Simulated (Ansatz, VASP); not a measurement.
BaTiO3 in VASP and in Ansatz

INCAR

```
PREC = Accurate
ENCUT = 520
EDIFF = 1E-8
ISMEAR = -1
SIGMA = 0.08
LREAL = F
LASPH = T
NELM = 80
ALGO = Normal
ISIF = 2
LWAVE = F
LCHARG = F
GGA = PE
LEFG = T
NBANDS = 28
```

KPOINTS

```
regular mesh
0
Gamma
  7 7 7
```

File POSCAR:

```
BaTiO3
1.0
    3.9998000000     -0.0199990000     -0.0199990000
   -0.0199990000      3.9998000000     -0.0199990000
   -0.0200900000     -0.0200900000      4.0180000000
Ba Ti O
1 1 3
Direct
    0.0000000000      0.0000000000      0.0000000000
    0.5000000000      0.5000000000      0.4820000000
    0.5000000000      0.5000000000      0.0160000000
    0.5000000000      0.0000000000      0.5150000000
    0.0000000000      0.5000000000      0.5150000000
```

Input for Ansatz:

```yaml
crystal:
  lattice:
    - [3.9998, -0.019999, -0.019999]
    - [-0.019999, 3.9998, -0.019999]
    - [-0.02009, -0.02009, 4.018]
  atoms:
    - { symbol: Ba, position: [0.0, 0.0, 0.0] }
    - { symbol: Ti, position: [0.5, 0.5, 0.482] }
    - { symbol: O, position: [0.5, 0.5, 0.016] }
    - { symbol: O, position: [0.5, 0.0, 0.515] }
    - { symbol: O, position: [0.0, 0.5, 0.515] }
kpoints:
  mp_grid: { grid: [7, 7, 7] }
scf:
  occupations: { method: fermi_dirac, width: 0.08 }
hamiltonian:
  xc: pbe
  pseudopotentials: { kind: paw }
output:
  forces: true
  stress: true
  eigenvalues: true
  efg: { contact_densities: true }
  write_density: true
  write_potential: true
  elf: true
  volumetric_format: npy
```

Change from the starting cell: equal xy, yz and zx shear strains of -1 %, PAW files.

Alike in both runs: task electric field gradients; functional PBE; k mesh 7 × 7 × 7; occupations fermi-dirac, width 0.08 eV; no spin polarisation.

|  | VASP | Ansatz |
| --- | --- | --- |
| version | VASP 6.6.1 | Ansatz 0.2.0 |
| potentials or method | VASP PAW PBE potentials, release 64 (Ba_sv, Ti_sv, O) | PAW with Ansatz's default frozen-core files, scalar-relativistic |
| plane-wave cutoff (eV) | 520 | 420 |
| valence electrons in the cell | 40 | 40 |

```csv
,VASP,Ansatz,Ansatz less VASP
pressure (GPa),4.5,2.7,-1.79
"traceless stress, the component that is largest in VASP (GPa)",1.26,1.23,-0.035
rms of the force components (eV/Å),0.102,0.109,+0.0073
size of Vzz on the site where it differs most (V/Å²),16.4,17.4,+1.05
```

Atom by atom the forces differ by 0.019 eV/Å (rms over components). The functional is the same, so the differences come from potentials, cutoffs and numerics.

Neither program's run includes spin-orbit coupling.
